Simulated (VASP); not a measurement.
The system is Ge.

```
Ge
1.0
     0.00000    2.82891    2.82891
     2.82891    0.00000    2.82891
     2.82891    2.82891    0.00000
Ge
2
Direct
  0.00000 0.00000 0.00000
  0.25000 0.25000 0.25000
```

Base run:

* Program: VASP 6.6.1
* Functional: revPBE
* Potentials or basis: VASP PAW PBE potentials, release 64 (Ge_d)
* Cutoff: 500 eV
* k mesh: 6 × 6 × 6
* Occupations: gaussian, width 0.01 eV
* Spin: no spin polarisation

Its results: band gap on the k mesh 0.12 eV, direct; pressure 4.6 GPa.

Q: The run is repeated on the same cell with these changes: functional from revPBE to r2SCAN; cutoff from 500 eV to 550 eV. What comes out?

A: Band gap on the k mesh 0.41 eV, direct; pressure 0.7 GPa.

r2SCAN gives the wider gap, since meta-GGAs in the generalised Kohn-Sham scheme recover part of the derivative discontinuity.

Caveats: the PAW data sets were made with another functional, which shifts forces and pressure a little.

A k mesh can miss the band edges.
